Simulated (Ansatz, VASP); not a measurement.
## One calculation of Ba, two programs

```
Ba
1.0
    -2.50000    2.50000    2.43750
     2.50000   -2.50000    2.43750
     2.50000    2.50000   -2.43750
Ba
1
Direct
  0.00000 0.00000 0.00000
```

Change from the starting cell: strain +0.000 along x and y, -0.025 along z, atoms carried along.

Alike in both runs: task single point; functional PBEsol; k mesh 14 × 14 × 14; occupations gaussian, width 0.15 eV; no spin polarisation.

|  | VASP | Ansatz |
| --- | --- | --- |
| version | VASP 6.6.1 | Ansatz 0.2.0 |
| potentials or method | VASP PAW PBE potentials, release 64 (Ba_sv), cutoff 520 eV | scalar-relativistic, plane waves, PAW |
| valence electrons in the cell | 10 | 10 |

VASP gave:

- gap on the k mesh at the Fermi level (eV): none
- pressure (GPa): -0.3
- traceless stress, the component that is largest in VASP (GPa): 0.09

Problem. What did Ansatz give for the same quantities?

Solution. gap on the k mesh at the Fermi level (eV): none; pressure (GPa): -0.4; traceless stress, the component that is largest in VASP (GPa): 0.09.

VASP's potentials were made for PBE, not for PBEsol. A gap of «none» marks a metal or a gap that the smearing closes. With one functional, cell and mesh, what is left measures potentials, basis and numerics.

Neither program's run includes spin-orbit coupling.
